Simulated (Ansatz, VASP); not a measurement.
## PbS: VASP beside Ansatz

```
CELL_PARAMETERS angstrom
2.09622 -6.11296 0.00000
2.09622 6.11296 0.00000
0.00000 0.00000 4.29704
ATOMIC_POSITIONS crystal
Pb 0.86691 0.13309 0.75000
Pb 0.13309 0.86691 0.25000
S 0.64548 0.35452 0.75000
S 0.35452 0.64548 0.25000
```

Alike in both runs: functional PBE; k mesh 8 × 8 × 6; occupations gaussian, width 0.02 eV; no spin polarisation.

Ansatz relaxed the structure, and its values are those at the end. VASP's run is a single point on that final structure, the one shown.

|  | VASP | Ansatz |
| --- | --- | --- |
| version | VASP 6.6.1 | Ansatz 0.2.0 |
| potentials or method | VASP PAW PBE potentials, release 64 (Pb_d, S), cutoff 520 eV | scalar-relativistic, plane waves, PAW |
| valence electrons in the cell | 40 | 40 |

Ansatz gave:

- gap on the k mesh at the Fermi level (eV): 1.28
- least direct gap on the mesh (eV): 1.49
- pressure (GPa): 0.0
- rms of the force components (eV/Å): 0.002

**Question.** Which values does VASP return?

**Answer.** gap on the k mesh at the Fermi level (eV): 1.28; least direct gap on the mesh (eV): 1.50; pressure (GPa): -0.1; rms of the force components (eV/Å): 0.004.

Spin-orbit coupling is off throughout.
